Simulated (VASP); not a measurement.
# ZnAu (R3m) in VASP: single point with PBE

Aim: the single point of ZnAu with PBE.

Program: VASP 6.6.1. These are calculated values, not measurements. Logs are shortened: lines on timing, memory, paths and dates and some standing lists are left out, and cuts for length are marked.

## 1. The cell of the first run

It takes space group R3m (No. 160, trigonal). Conventional cell: a = 4.429 Å, b = 4.429 Å, c = 5.098 Å, α = 90.00°, β = 90.00°, γ = 120.00°. Zn (site symmetry 3m) has 8 Au at 2.27 to 2.83 Å within 3.0 Å. Within 3.0 Å of Au (site symmetry 3m) lie 8 Zn at 2.27 to 2.83 Å.

## 2. Single point, PBE (strained and its atoms moved)

Contents of INCAR:

```
SYSTEM = ZnAu
PREC     = Accurate       ! precision mode
ENCUT    = 520            ! plane-wave cutoff, eV
EDIFF    = 1E-6           ! SCF threshold, eV
ISMEAR   = 0              ! smearing method
SIGMA    = 0.1            ! smearing width, eV
LREAL    = .False.        ! projectors in reciprocal space
LASPH    = .True.         ! aspherical terms in the spheres
NELM     = 80             ! most SCF steps
ALGO     = Fast           ! electronic algorithm
ISIF     = 2              ! what is computed and relaxed
LWAVE    = .False.        ! write WAVECAR
LCHARG   = .False.        ! write CHGCAR
GGA      = PE             ! functional
NBANDS   = 18             ! bands
```

Contents of KPOINTS:

```
regular mesh
0
Gamma
  12 12 12
  0 0 0
```

Contents of POSCAR:

```
ZnAu
1.0
    3.0690488100     -0.0629400000     -0.0629400000
   -0.0629400000      3.0690488100     -0.0629400000
   -0.0629400000     -0.0629400000      3.0690488100
Zn Au
1 1
Direct
    0.4724809214      0.4724809214      0.4724809214
    0.0275190786      0.0275190786      0.0275190786
```

Potentials or basis: VASP PAW PBE potentials, release 64 (Zn, Au).

Started as:

```bash
cat potpaw_PBE.64/Zn/POTCAR potpaw_PBE.64/Au/POTCAR > POTCAR
mpirun -np 1 vasp_std > vasp.out
```

OUTCAR:

```text
SYSTEM = ZnAu
   PREC = Accurate
   ENCUT = 520
   EDIFF = 1E-6
   ISMEAR = 0
   LREAL = .False.
   LASPH = .True.
   NELM = 80
   ISIF = 2
   GGA = PE

 ion  position               nearest neighbor table
   1  0.472  0.472  0.472-   2 2.27   2 2.62   2 2.62   2 2.62   2 2.80   2 2.80   2 2.80   2 2.83

   2  0.028  0.028  0.028-   1 2.27   1 2.62   1 2.62   1 2.62   1 2.80   1 2.80   1 2.80   1 2.83

  LATTYP: Found a trigonal (rhomboedric) cell.
 ALAT       =     3.0703393111
 COS(alpha) =    -0.0405612698

  Lattice vectors:

 A1 = (   3.0690488100,  -0.0629400000,  -0.0629400000)
 A2 = (  -0.0629400000,   3.0690488100,  -0.0629400000)
 A3 = (  -0.0629400000,  -0.0629400000,   3.0690488100)

Analysis of symmetry for initial positions (statically):
=====================================================================
 Subroutine PRICEL returns:
 Original cell was already a primitive cell.

 Routine SETGRP: Setting up the symmetry group for a
 trigonal (rhombohedral) supercell.

 Subroutine GETGRP returns: Found  6 space group operations
 (whereof  6 operations were pure point group operations)
 out of a pool of 12 trial point group operations.

The static configuration has the point symmetry C_3v.

Analysis of symmetry for dynamics (positions and initial velocities):
=====================================================================
 Subroutine PRICEL returns:
 Original cell was already a primitive cell.

 Routine SETGRP: Setting up the symmetry group for a
 trigonal (rhombohedral) supercell.

 Subroutine GETGRP returns: Found  6 space group operations
 (whereof  6 operations were pure point group operations)
 out of a pool of 12 trial point group operations.

The dynamic configuration has the point symmetry C_3v.

 Subroutine INISYM returns: Found  6 space group operations
 (whereof  6 operations are pure point group operations),
 and found     1 'primitive' translations

----------------------------------------------------------------------------------------

                                     Primitive cell

  volume of cell :      28.8706

  direct lattice vectors                    reciprocal lattice vectors
     3.069048810 -0.062940000 -0.062940000     0.326113909  0.006827966  0.006827966
    -0.062940000  3.069048810 -0.062940000     0.006827966  0.326113909  0.006827966
    -0.062940000 -0.062940000  3.069048810     0.006827966  0.006827966  0.326113909

  length of vectors
     3.070339311  3.070339311  3.070339311     0.326256837  0.326256837  0.326256837

[... 75 lines left out ...]
   LNONCOLLINEAR =      F non collinear calculations
   LSORBIT =      F    spin-orbit coupling
   LASPH  =      T    aspherical Exc in radial PAW
   ENCUT  =  520.0 eV  38.22 Ry    6.18 a.u.   5.71  5.71  5.71*2*pi/ulx,y,z
   NELM   =     80;   NELMIN=  2; NELMDL= -5     # of ELM steps
   EDIFF  = 0.1E-05   stopping-criterion for ELM
   LREAL  =      F    real-space projection
   EDIFFG = 0.1E-04   stopping-criterion for IOM
   NSW    =      0    number of steps for IOM
   IBRION =     -1    ionic relax: 0-MD 1-quasi-New 2-CG
   NFREE  =      0    steps in history (QN), initial steepest desc. (CG)
   ISIF   =      2    stress and relaxation
   ISYM   =      2    0-nonsym 1-usesym 2-fastsym
   POTIM  = 0.5000    time-step for ionic-motion
   TEBEG  =    0.0;   TEEND  =   0.0 temperature during run
   PSTRESS=    0.0 pullay stress
   NELECT =      23.0000    total number of electrons
   NUPDOWN=      -1.0000    fix difference up-down
   EMIN   =  10.00;   EMAX   =-10.00  energy-range for DOS
   EFERMI =   0.00;   METHOD = LEGACY
   ISMEAR =     0;   SIGMA  =   0.10  broadening in eV -4-tet -1-fermi 0-gaus
   EFERMI_NEDOS =   21; number of points for ismear=-14 and -15
   IALGO  =     68    algorithm
   IMIX   =      4    mixing-type and parameters
     AMIX     =   0.40;   BMIX     =  1.00
     AMIX_MAG =   1.60;   BMIX_MAG =  1.00
  volume/ion in A,a.u.               =      14.44        97.41
  Fermi-wavevector in a.u.,A,eV,Ry     =   1.517629  2.867903 31.336904  2.303197
  Thomas-Fermi vector in A             =   2.626859
   LORBIT       =      0    0 simple, 1 ext, 2 COOP (PROOUT), +10 PAW based schemes
   GGA     = PE    functional components
   LHFCALC =     F    Hartree Fock is set to
   AEXX    =    0.0000 exact exchange contribution
   IVDW    =     0    specifies the selected vdW correction
   LEPSILON=     F    determine dielectric tensor
   LRPA    =     F    only Hartree local field effects (RPA)
 non-spin polarized calculation
 RMM-DIIS sequential band-by-band and
 Gauss-broadening in eV      SIGMA  =   0.10
  energy-cutoff  :      520.00
  volume of cell :       28.87
 maximum number of plane-waves:       798
   NGX = 11   NGY = 11   NGZ = 11

 number of electron      23.0000004 magnetization

 Free energy of the ion-electron system (eV)
  ---------------------------------------------------
  ext. energy  EPLUGINS =         0.00000000
  ---------------------------------------------------
  free energy    TOTEN  =        -4.11041863 eV

  energy without entropy =       -4.10768738  energy(sigma->0) =       -4.10905300

 E-fermi :   8.2160     XC(G=0): -12.7915

 val. band max:        8.1998919476   @ k =  -0.4167   0.4167   0.1667
 cond. band min:       8.2409225545   @ k =  -0.4167   0.4167   0.4167
 fundamental gap:      0.0410306069
 Fermi energy:         8.2159798075

 k-point     1 :       0.0000    0.0000    0.0000
  band No.  band energies     occupation
      1      -3.2869      2.00000
      2      -0.5650      2.00000
      3      -0.5650      2.00000
      4       0.0161      2.00000
      5       0.4833      2.00000
      6       0.4833      2.00000
[... 481 lines left out ...]
      5       0.3864      2.00000
      6       0.7599      2.00000
[... 10 lines left out ...]
     17      21.9070      0.00000
     18      23.4294      0.00000

 [... further k-points ...]
[... 5 lines left out ...]
  --------------------------------------------------------------------------------------
  -------------------------------------------------------------------------------------
  Total        4.9947446      4.9947446      4.9947446      2.0410959      2.0410959      2.0410959
  in kB      277.1840842    277.1840842    277.1840842    113.2709174    113.2709174    113.2709174
  external PRESSURE =     277.1840842 kB  Pullay stress =       0.0000000 kB

 VOLUME and BASIS-vectors are now :
 -----------------------------------------------------------------------------
  energy-cutoff  :      520.00
  volume of cell :       28.87
      direct lattice vectors                 reciprocal lattice vectors
     3.069048810 -0.062940000 -0.062940000     0.326113909  0.006827966  0.006827966
    -0.062940000  3.069048810 -0.062940000     0.006827966  0.326113909  0.006827966
    -0.062940000 -0.062940000  3.069048810     0.006827966  0.006827966  0.326113909

 POSITION                                       TOTAL-FORCE (eV/Angst)
 -----------------------------------------------------------------------------------
      1.39059      1.39059      1.39059         1.922151      1.922151      1.922151
      0.08099      0.08099      0.08099        -1.922151     -1.922151     -1.922151
 -----------------------------------------------------------------------------------
    total drift:                               -0.000144     -0.000144     -0.000157

  FREE ENERGIE OF THE ION-ELECTRON SYSTEM (eV)
  ---------------------------------------------------
  free  energy   TOTEN  =        -4.1104186275 eV

  energy  without entropy=       -4.1076873775  energy(sigma->0) =       -4.10905300
```

It took 34 s on 1 thread of Intel Xeon Platinum 8488C (Sapphire Rapids), shared host; peak memory 0.22 GiB.

Results:

```
Free energy   : -4.1104 eV
Pressure      : 27.7 GPa
Largest force : 3.329 eV/Å
```

Forces in eV/Å, atoms in the order of the input:
```
Zn   1.922  1.922  1.922
Au  -1.922 -1.922 -1.922
```

Levels at points of the mesh, in eV from the Fermi level:
```
           k point  band 8  band 9  band 10  band 11  band 12  band 13  band 14  band 15
(0.00, 0.00, 0.00)   -5.89   -4.12    -4.12    -3.94     5.02     5.32     5.32     9.58
(0.50, 0.00, 0.00)   -5.92   -5.30    -5.16    -4.18    -2.54     9.81    10.67    11.07
(0.50, 0.50, 0.00)   -4.51   -4.39    -3.45    -2.65    -2.02     0.94     2.89    10.60
(0.50, 0.50, 0.50)   -7.13   -3.40    -3.40     1.45     3.27     3.27     3.62     4.06
```

Caveat: the cell differs from its parent crystal (strained and its atoms moved); spin-orbit coupling is left out, which moves the levels of the heavy elements; forces of over 1 eV/Å act on the atoms, so gaps and moduli don't describe the material at rest.
